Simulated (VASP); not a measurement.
# AgO (F-43m) in VASP: a series of runs

The runs below take AgO through single point, with r2SCAN.

All numbers are computed with VASP 6.6.1; they aren't measurements. Logs are shortened: lines on timing, memory, paths and dates and some standing lists are left out, and cuts for length are marked.

### Step 1. The cell of the first run

It takes space group F-43m (No. 216, cubic). The conventional cell has a = 5.051 Å, b = 5.051 Å, c = 5.051 Å, α = 90.00°, β = 90.00°, γ = 90.00°. Ag (site symmetry -43m) has 4 O at 2.19 Å within 2.9 Å. O (site symmetry -43m) has 4 Ag at 2.19 Å within 2.9 Å.

### Step 2. Single point, r2SCAN, collinear spin, ferromagnetic start

The input, POSCAR:

```
AgO
1.0
    0.0000000000      2.5255872519      2.5255872519
    2.5255872519      0.0000000000      2.5255872519
    2.5255872519      2.5255872519      0.0000000000
Ag O
1 1
Direct
    0.0000000000      0.0000000000      0.0000000000
    0.7500000000      0.7500000000      0.7500000000
```

The input, INCAR.step1:

```
PREC = Accurate
ENCUT = 520
ISMEAR = 0
SIGMA = 0.1
LREAL = F
LASPH = T
NELM = 150
ISPIN = 2
MAGMOM = -0.39 -0.58
LMAXMIX = 4
NBANDS = 20
GGA = PE
ALGO = Normal
EDIFF = 1E-4
LWAVE = T
LCHARG = F
```

The input, INCAR.step2:

```
PREC = Accurate
ENCUT = 520
EDIFF = 1E-7
ISMEAR = 0
SIGMA = 0.1
LREAL = F
LASPH = T
NELM = 150
ALGO = Normal
ISIF = 2
LWAVE = F
LCHARG = F
ISPIN = 2
MAGMOM = -0.39 -0.58
LORBIT = 11
LMAXMIX = 4
METAGGA = R2SCAN
LMIXTAU = T
NBANDS = 20
ISTART = 1
```

The input, KPOINTS:

```
regular mesh
0
Gamma
  14 14 14
```

Potentials or basis: VASP PAW PBE potentials, release 64 (Ag, O).

Started as:

```
cat potpaw_PBE.64/Ag/POTCAR potpaw_PBE.64/O/POTCAR > POTCAR
cp INCAR.step1 INCAR
mpirun -np 1 vasp_std > vasp.out
cp INCAR.step2 INCAR
mpirun -np 1 vasp_std > vasp.out
```

OUTCAR:

```text
PREC = Accurate
   ENCUT = 520
   EDIFF = 1E-7
   ISMEAR = 0
   LREAL = F
   LASPH = T
   NELM = 150
   ISIF = 2
   ISPIN = 2
   LORBIT = 11
   METAGGA = R2SCAN
   ISTART = 1

 ion  position               nearest neighbor table
   1  0.000  0.000  0.000-   2 2.19   2 2.19   2 2.19   2 2.19
   2  0.750  0.750  0.750-   1 2.19   1 2.19   1 2.19   1 2.19

  LATTYP: Found a face centered cubic cell.
 ALAT       =     5.0511745038

  Lattice vectors:

 A1 = (   0.0000000000,   2.5255872519,   2.5255872519)
 A2 = (   2.5255872519,   0.0000000000,   2.5255872519)
 A3 = (   2.5255872519,   2.5255872519,   0.0000000000)

Analysis of symmetry for initial positions (statically):
=====================================================================
 Subroutine PRICEL returns:
 Original cell was already a primitive cell.

 Routine SETGRP: Setting up the symmetry group for a
 face centered cubic supercell.

 Subroutine GETGRP returns: Found 24 space group operations
 (whereof 24 operations were pure point group operations)
 out of a pool of 48 trial point group operations.

The static configuration has the point symmetry T_d .

Analysis of symmetry for dynamics (positions and initial velocities):
=====================================================================
 Subroutine PRICEL returns:
 Original cell was already a primitive cell.

 Routine SETGRP: Setting up the symmetry group for a
 face centered cubic supercell.

 Subroutine GETGRP returns: Found 24 space group operations
 (whereof 24 operations were pure point group operations)
 out of a pool of 48 trial point group operations.

The dynamic configuration has the point symmetry T_d .

Analysis of structural, dynamic, and magnetic symmetry:
=====================================================================
 Subroutine PRICEL returns:
 Original cell was already a primitive cell.

 Routine SETGRP: Setting up the symmetry group for a
 face centered cubic supercell.

 Subroutine GETGRP returns: Found 24 space group operations
 (whereof 24 operations were pure point group operations)
 out of a pool of 48 trial point group operations.

The overall configuration has the point symmetry T_d .

 Subroutine INISYM returns: Found 24 space group operations
 (whereof 24 operations are pure point group operations),
 and found     1 'primitive' translations

----------------------------------------------------------------------------------------
[... 115 lines left out ...]
  Fermi-wavevector in a.u.,A,eV,Ry     =   1.322875  2.499871 23.810167  1.749998
  Thomas-Fermi vector in A             =   2.452524
   LORBIT       =     11    0 simple, 1 ext, 2 COOP (PROOUT), +10 PAW based schemes
   METAGGA = R2SCAN    functional components
   LHFCALC =     F    Hartree Fock is set to
   AEXX    =    0.0000 exact exchange contribution
   IVDW    =     0    specifies the selected vdW correction
   LEPSILON=     F    determine dielectric tensor
   LRPA    =     F    only Hartree local field effects (RPA)
 spin polarized calculation
 Gauss-broadening in eV      SIGMA  =   0.10
  energy-cutoff  :      520.00
  volume of cell :       32.22
 maximum number of plane-waves:       893
   NGX = 13   NGY = 13   NGZ = 13

 number of electron      16.9999995 magnetization      -0.0001604

 number of electron      16.9999995 magnetization       0.0000672

 Free energy of the ion-electron system (eV)
  ---------------------------------------------------
  ext. energy  EPLUGINS =         0.00000000
  ---------------------------------------------------
  free energy    TOTEN  =       -26.95181994 eV

  energy without entropy =      -26.93936981  energy(sigma->0) =      -26.94559488

 E-fermi :   2.9197     XC(G=0): -10.8452

 val. band max:        2.9012748006   @ k =   0.5000   0.0000   0.0000
 cond. band min:       2.9227676513   @ k =  -0.4286   0.0714   0.0000
 fundamental gap:      0.0214928507
 Fermi energy:         2.9197133673

 spin component 1

 k-point     1 :       0.0000    0.0000    0.0000
  band No.  band energies     occupation
      1     -15.5874      1.00000
      2      -2.2306      1.00000
      3      -2.2306      1.00000
      4      -2.2306      1.00000
      5      -0.0043      1.00000
      6      -0.0043      1.00000
[... 541 lines left out ...]
     19      27.5860      0.00000
     20      29.5558      0.00000

 [... further k-points ...]

 spin component 2

 k-point     1 :       0.0000    0.0000    0.0000
  band No.  band energies     occupation
      1     -15.5874      1.00000
      2      -2.2306      1.00000
      3      -2.2306      1.00000
      4      -2.2306      1.00000
      5      -0.0043      1.00000
      6      -0.0043      1.00000
[... 541 lines left out ...]
     19      27.5860      0.00000
     20      29.5558      0.00000

 [... further k-points ...]

------------------------ aborting loop because EDIFF is reached ----------------------------------------

  FORCE on cell =-STRESS in cart. coord.  units (eV):
  Direction    XX          YY          ZZ          XY          YZ          ZX
  --------------------------------------------------------------------------------------
  -------------------------------------------------------------------------------------
  Total       -0.7645925     -0.7645925     -0.7645925      0.0000000      0.0000000      0.0000000
  in kB      -38.0209948    -38.0209948    -38.0209948      0.0000000      0.0000000      0.0000000
  external PRESSURE =     -38.0209948 kB  Pullay stress =       0.0000000 kB

 VOLUME and BASIS-vectors are now :
 -----------------------------------------------------------------------------
  energy-cutoff  :      520.00
  volume of cell :       32.22
      direct lattice vectors                 reciprocal lattice vectors
     0.000000000  2.525587252  2.525587252    -0.197973758  0.197973758  0.197973758
     2.525587252  0.000000000  2.525587252     0.197973758 -0.197973758  0.197973758
     2.525587252  2.525587252  0.000000000     0.197973758  0.197973758 -0.197973758

 POSITION                                       TOTAL-FORCE (eV/Angst)
 -----------------------------------------------------------------------------------
      0.00000      0.00000      0.00000        -0.000000     -0.000000     -0.000000
      3.78838      3.78838      3.78838         0.000000      0.000000      0.000000
 -----------------------------------------------------------------------------------
    total drift:                               -0.000007     -0.000007     -0.000007

  FREE ENERGIE OF THE ION-ELECTRON SYSTEM (eV)
  ---------------------------------------------------
  free  energy   TOTEN  =       -26.9518199385 eV

  energy  without entropy=      -26.9393698117  energy(sigma->0) =      -26.94559488

 total charge

# of ion       s       p       d       tot
------------------------------------------
    1        0.306   0.286   9.108   9.700
    2        1.582   3.293   0.000   4.875
--------------------------------------------------
tot          1.888   3.579   9.108  14.575

 magnetization (x)

# of ion       s       p       d       tot
------------------------------------------
    1       -0.000   0.000   0.000   0.000
    2        0.000   0.000   0.000   0.000
--------------------------------------------------
tot         -0.000   0.000   0.000   0.000
```

OUTCAR.step1:

```text
PREC = Accurate
   ENCUT = 520
   ISMEAR = 0
   LREAL = F
   LASPH = T
[... 1345 lines left out ...]
 -----------------------------------------------------------------------------------
      0.00000      0.00000      0.00000        -0.000000      0.000000     -0.000000
      3.78838      3.78838      3.78838         0.000000     -0.000000      0.000000
 -----------------------------------------------------------------------------------
    total drift:                               -0.000000     -0.000000     -0.000000

  FREE ENERGIE OF THE ION-ELECTRON SYSTEM (eV)
  ---------------------------------------------------
  free  energy   TOTEN  =        -7.2973942615 eV

  energy  without entropy=       -7.2844484689  energy(sigma->0) =       -7.29092137
```

OSZICAR.step1:

```text
N       E                     dE             d eps       ncg     rms          rms(c)
DAV:   1     0.971418346999E+02    0.97142E+02   -0.78287E+03  8384   0.767E+02
DAV:   2    -0.589815515527E+01   -0.10304E+03   -0.92898E+02  9312   0.212E+02
DAV:   3    -0.931202832826E+01   -0.34139E+01   -0.33647E+01  9832   0.388E+01
DAV:   4    -0.932870598049E+01   -0.16678E-01   -0.16675E-01  9184   0.288E+00
DAV:   5    -0.932886499761E+01   -0.15902E-03   -0.15902E-03  9596   0.277E-01    0.124E+01
DAV:   6    -0.783528090290E+01    0.14936E+01   -0.76845E+00  9032   0.301E+01    0.113E+01
DAV:   7    -0.730569968290E+01    0.52958E+00   -0.14678E+00  8724   0.126E+01    0.560E+00
DAV:   8    -0.729976169581E+01    0.59380E-02   -0.25544E-01  8892   0.345E+00    0.123E+00
DAV:   9    -0.729707383298E+01    0.26879E-02   -0.76137E-03  8912   0.898E-01    0.457E-01
DAV:  10    -0.729695380681E+01    0.12003E-03   -0.29928E-03  9436   0.358E-01    0.164E-01
DAV:  11    -0.729712454888E+01   -0.17074E-03   -0.14750E-04  8168   0.989E-02    0.110E-01
DAV:  12    -0.729730840966E+01   -0.18386E-03   -0.13531E-04  7664   0.924E-02    0.741E-02
DAV:  13    -0.729739426154E+01   -0.85852E-04   -0.70829E-05  5020   0.634E-02
   1 F= -.72973943E+01 E0= -.72909214E+01  d E =-.129458E-01  mag=    -0.0861
```

Wall time 5.4 min (1 thread of Intel Xeon 6975P-C (Granite Rapids), shared host); peak memory 0.26 GiB.

What came out:

| Property | Result |
| --- | --- |
| Free energy | -26.9518 eV |
| Pressure | -3.8 GPa |
| Net moment | 0.00 μB per cell |
| Valence electrons inside the program's atomic spheres | Ag 9.70; O 4.88 |

Levels at points of the mesh, in eV from the Fermi level:
Spin up:
| k point | band 7 | band 8 | band 9 | band 10 | band 11 | band 12 |
| --- | --- | --- | --- | --- | --- | --- |
| (0.00, 0.00, 0.00) | 0.76 | 0.76 | 0.76 | 0.79 | 14.22 | 14.22 |
| (0.50, 0.00, 0.00) | -2.59 | -0.02 | -0.02 | 5.75 | 7.15 | 13.98 |
| (0.50, 0.50, 0.00) | -1.66 | -1.21 | -1.21 | 6.36 | 8.90 | 11.56 |
Spin down:
```
           k point  band 6  band 7  band 8  band 9  band 10  band 11  band 12  band 13
(0.00, 0.00, 0.00)   -2.92    0.76    0.76    0.76     0.79    14.22    14.22    14.22
(0.50, 0.00, 0.00)   -2.77   -2.59   -0.02   -0.02     5.75     7.15    13.98    13.98
(0.50, 0.50, 0.00)   -2.66   -1.66   -1.21   -1.21     6.36     8.90    11.56    13.53
```

Caveat: the cell stands under tension; the PAW data sets were made with another functional, which shifts forces and pressure a little.

### Step 3. Single point, r2SCAN, collinear spin, ferromagnetic start

This run uses another cell than the first one, of 12.43 Å³/atom.

The input, POSCAR:

```
AgO
1.0
    0.0000000000      2.3162705343      2.3162705343
    2.3162705343      0.0000000000      2.3162705343
    2.3162705343      2.3162705343      0.0000000000
Ag O
1 1
Direct
    0.0000000000      0.0000000000      0.0000000000
    0.7500000000      0.7500000000      0.7500000000
```

INCAR.step1 is that of step 2.

Edit INCAR.step2 of step 2 so:

```diff
@@ -11,3 +11,3 @@
 LWAVE = F
-LCHARG = F
+LCHARG = T
 ISPIN = 2
@@ -18,2 +18,4 @@
 LMIXTAU = T
+LELF = T
+LVHAR = T
 NBANDS = 20
```

The input, KPOINTS:

```
regular mesh
0
Gamma
  16 16 16
```

Potentials or basis: VASP PAW PBE potentials, release 64 (Ag, O).

Started as:

```
cat potpaw_PBE.64/Ag/POTCAR potpaw_PBE.64/O/POTCAR > POTCAR
cp INCAR.step1 INCAR
mpirun -np 1 vasp_std > vasp.out
cp INCAR.step2 INCAR
mpirun -np 1 vasp_std > vasp.out
```

It took 2.1 min on 1 thread of Intel Xeon 6975P-C (Granite Rapids), shared host; peak memory 0.24 GiB.

It converged, with:

```
Free energy                                           : -26.3454 eV
Pressure                                              : 40.0 GPa
Net moment                                            : 0.00 μB per cell
Valence electrons inside the program's atomic spheres : Ag 10.07; O 5.02
```

Levels at points of the mesh, in eV from the Fermi level:
Spin up:
| k point | band 7 | band 8 | band 9 | band 10 | band 11 | band 12 |
| --- | --- | --- | --- | --- | --- | --- |
| (0.00, 0.00, 0.00) | 0.39 | 1.07 | 1.07 | 1.07 | 15.49 | 15.49 |
| (0.50, 0.00, 0.00) | -3.26 | -0.10 | -0.10 | 6.18 | 7.76 | 15.43 |
| (0.50, 0.50, 0.00) | -2.17 | -1.75 | -1.75 | 6.76 | 10.56 | 12.58 |
Spin down:
```csv
k point,band 7,band 8,band 9,band 10,band 11,band 12
"(0.00, 0.00, 0.00)",0.39,1.07,1.07,1.07,15.49,15.49
"(0.50, 0.00, 0.00)",-3.26,-0.10,-0.10,6.18,7.76,15.43
"(0.50, 0.50, 0.00)",-2.17,-1.75,-1.75,6.76,10.56,12.58
```

Caveat: the cell stands under pressure; the PAW data sets were made with another functional, which shifts forces and pressure a little.

### Step 4. Single point, r2SCAN, collinear spin, ferromagnetic start

This run uses another cell than the first one, of 13.52 Å³/atom.

The input, POSCAR:

```
AgO
1.0
    0.0000000000      2.3824041403      2.3824041403
    2.3824041403      0.0000000000      2.3824041403
    2.3824041403      2.3824041403      0.0000000000
Ag O
1 1
Direct
    0.0000000000      0.0000000000      0.0000000000
    0.7500000000      0.7500000000      0.7500000000
```

The input, INCAR.step1:

```
PREC     = Accurate       # precision mode
ENCUT    = 520            # plane-wave cutoff, eV
ISMEAR   = 0              # smearing method
SIGMA    = 0.1            # smearing width, eV
LREAL    = False          # projectors in reciprocal space
LASPH    = True           # aspherical terms in the spheres
NELM     = 150            # most SCF steps
ISPIN    = 2              # spin polarisation
MAGMOM   = -0.21 -0.28    # initial moments
LMAXMIX  = 4              # l up to which the mixer works
NBANDS   = 20             # bands
GGA      = PE             # functional
ALGO     = Normal         # electronic algorithm
EDIFF    = 1E-4           # SCF threshold, eV
LWAVE    = True           # write WAVECAR
LCHARG   = False          # write CHGCAR
```

The input, INCAR.step2:

```
PREC     = Accurate       # precision mode
ENCUT    = 520            # plane-wave cutoff, eV
EDIFF    = 1E-7           # SCF threshold, eV
ISMEAR   = 0              # smearing method
SIGMA    = 0.1            # smearing width, eV
LREAL    = False          # projectors in reciprocal space
LASPH    = True           # aspherical terms in the spheres
NELM     = 150            # most SCF steps
ALGO     = Normal         # electronic algorithm
ISIF     = 2              # what is computed and relaxed
LWAVE    = False          # write WAVECAR
LCHARG   = False          # write CHGCAR
ISPIN    = 2              # spin polarisation
MAGMOM   = -0.21 -0.28    # initial moments
LORBIT   = 11             # projections on sites
LMAXMIX  = 4              # l up to which the mixer works
METAGGA  = R2SCAN         # meta-GGA
LMIXTAU  = True         
NBANDS   = 20             # bands
ISTART   = 1
```

KPOINTS is that of step 3.

Started as:

```
cat potpaw_PBE.64/Ag/POTCAR potpaw_PBE.64/O/POTCAR > POTCAR
cp INCAR.step1 INCAR
mpirun -np 1 vasp_std > vasp.out
cp INCAR.step2 INCAR
mpirun -np 1 vasp_std > vasp.out
```

Run time: 5.3 min. Hardware: 1 thread of Intel Xeon 6975P-C (Granite Rapids), shared host; peak memory 0.27 GiB.

Results (log left out):

```yaml
Free_energy: -26.7482 eV
Pressure: 20.0 GPa
Net_moment: 0.00 μB per cell
Valence_electrons_inside_the_program's_atomic_spheres: Ag 9.92; O 4.96
```

Levels at points of the mesh, in eV from the Fermi level:
Spin up:
```tsv
k point	band 6	band 7	band 8	band 9	band 10	band 11	band 12	band 13
(0.00, 0.00, 0.00)	-3.51	0.54	0.97	0.97	0.97	15.10	15.10	15.10
(0.50, 0.00, 0.00)	-3.28	-3.01	-0.06	-0.06	6.07	7.56	14.96	14.96
(0.50, 0.50, 0.00)	-3.11	-1.98	-1.55	-1.55	6.60	10.04	12.19	14.68
```
Spin down:
| k point | band 7 | band 8 | band 9 | band 10 | band 11 | band 12 |
| --- | --- | --- | --- | --- | --- | --- |
| (0.00, 0.00, 0.00) | 0.54 | 0.97 | 0.97 | 0.97 | 15.10 | 15.10 |
| (0.50, 0.00, 0.00) | -3.01 | -0.06 | -0.06 | 6.07 | 7.56 | 14.96 |
| (0.50, 0.50, 0.00) | -1.98 | -1.55 | -1.55 | 6.60 | 10.04 | 12.19 |

Caveat: the cell stands under pressure; the PAW data sets were made with another functional, which shifts forces and pressure a little.

### Step 5. The runs side by side

```csv
cell,k mesh,gap on the mesh (eV),pressure (GPa),moment (μB)
"a = 3.572 Å, angles 60.0°, 2 atoms",14 × 14 × 14,none,-3.8,0.00
"a = 3.276 Å, angles 60.0°, 2 atoms",16 × 16 × 16,none,40.0,0.00
"a = 3.369 Å, angles 60.0°, 2 atoms",16 × 16 × 16,none,20.0,0.00
```

Alike in all rows: task single point; level r2SCAN; potentials or basis VASP PAW PBE potentials, release 64 (Ag, O); spin collinear, ferromagnetic start; cutoff (eV) 520; smearing gaussian 0.1 eV.

Caveats: the PAW data sets were made with another functional, which shifts forces and pressure a little; the cell stands under pressure (at least some runs); the cell stands under tension (at least some runs).

Absolute energies hang on the potentials; compare differences alone.

The gap in the log of VASP goes by the Fermi energy; the results here count the filled bands.